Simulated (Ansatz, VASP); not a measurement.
Cr: VASP beside Ansatz

```
CELL_PARAMETERS angstrom
0.00000 2.81257 2.81257
2.81257 0.00000 2.81257
2.81257 2.81257 0.00000
ATOMIC_POSITIONS crystal
Cr 0.12500 0.12500 0.12500
Cr 0.87500 0.87500 0.87500
```

Alike in both runs: task single point; functional revPBE; k mesh 11 × 11 × 11; occupations fermi-dirac, width 0.05 eV; collinear spin.

```csv
,VASP,Ansatz
version,VASP 6.6.1,Ansatz 0.2.0
potentials or method,"VASP PAW PBE potentials, release 64 (Cr_pv), cutoff 520 eV","plane waves (420 eV) with PAW, scalar-relativistic"
valence electrons in the cell,24,28
```

VASP gave:

| Quantity | Value |
| --- | --- |
| pressure (GPa) | -0.8 |
| net moment per atom (μB) | 0.00 |
| size of the moment on the site where the two differ most (μB) | 3.23 |

Task: Which values does Ansatz return?

Result: Pressure (GPa): -1.0; net moment per atom (μB): 0.00; size of the moment on the site where the two differ most (μB): 3.01.

VASP's potentials were made for PBE, not for revPBE. Site moments also hang on the region over which each program counts them. VASP's potentials hold 24 valence electrons a cell and Ansatz's 28, so a difference there can come from the potentials and not from the codes.
